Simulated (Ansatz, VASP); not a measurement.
**LuH2: VASP beside Ansatz**

```
CELL_PARAMETERS angstrom
0.00000 2.51650 2.56683
2.51650 0.00000 2.56683
2.51650 2.51650 0.00000
ATOMIC_POSITIONS crystal
Lu 0.00000 0.00000 0.00000
H 0.25000 0.25000 0.25000
H 0.75000 0.75000 0.75000
```

Change from the starting cell: zz strain of +2 %.

Alike in both runs: task single point; functional LDA; k mesh 8 × 8 × 8; occupations fermi-dirac, width 0.02 eV; no spin polarisation.

```csv
,VASP,Ansatz
version,VASP 6.6.1,Ansatz 0.2.0
potentials or method,"VASP PAW PBE potentials, release 64 (Lu, H), cutoff 520 eV","all-electron LAPW, scalar-relativistic"
```

VASP gave:

```
pressure (GPa)                                                : -7.8
traceless stress, the component that is largest in VASP (GPa) : -0.11
```

**Question.** What did Ansatz give for the same quantities?

**Answer.** Pressure (GPa): -8.2; traceless stress, the component that is largest in VASP (GPa): -0.10.

VASP's potentials were made for PBE, not for LDA. LDA's correlation is that of Perdew and Zunger in VASP and of Perdew and Wang (1992) in Ansatz. Ansatz ran all-electron here, and VASP with PAW potentials.

Spin-orbit coupling is off throughout.
